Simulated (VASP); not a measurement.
Wanted: the native input for a VASP 6.6.1 run.

```
Task                   : single point
Functional             : LDA
Potentials or basis    : VASP PAW LDA potentials, release 64 (Te, Sn_d)
Cutoff                 : 520 eV
k mesh                 : 6 × 6 × 6
Occupations            : fermi-dirac, width 0.05 eV
Spin                   : no spin polarisation
Dipole correction      : no
Further INCAR settings : ALGO = Fast; EDIFF = 1e-06; NBANDS = 32
```

The structure of Sn3Te lies in POSCAR:

```
Sn3Te
1.0
    4.8656220000      0.0000000000      0.0000000000
    0.0000000000      4.8656220000      0.0000000000
    0.0000000000      0.0000000000      4.8656220000
Te Sn
1 3
Direct
    0.0000000000      0.0000000000      0.0000000000
    0.0000000000      0.5000000000      0.5000000000
    0.5000000000      0.0000000000      0.5000000000
    0.5000000000      0.5000000000      0.0000000000
```

These files were run (other wordings do the same):

INCAR

```
SYSTEM = Sn3Te
PREC = Accurate
ENCUT = 520
EDIFF = 1E-6
ISMEAR = -1
SIGMA = 0.05
LREAL = .False.
LASPH = .True.
NELM = 100
ALGO = Fast
ISIF = 2
LWAVE = .False.
LCHARG = .False.
GGA = CA
NBANDS = 32
```

KPOINTS

```
Automatic mesh
0
Gamma
  6 6 6
  0 0 0
```

Potentials or basis: VASP PAW LDA potentials, release 64 (Te, Sn_d).

Launch:

```sh
$ cat potpaw_LDA.64/Te/POTCAR potpaw_LDA.64/Sn_d/POTCAR > POTCAR
$ mpirun -np 1 vasp_std > vasp.out
```

Results of the run:

```yaml
Pressure: -3.4 GPa
Band_gap_on_the_k_mesh: zero (band 24 reaches 10.19 eV, above the bottom of band 25 at 7.06 eV)
```

Caveat: spin-orbit coupling is left out, which moves the levels of the heavy elements.

Run time: 110 s on 1 thread of AMD EPYC 7R43 64-Core Processor (Zen 3) (shared host), peak memory 0.17 GiB.
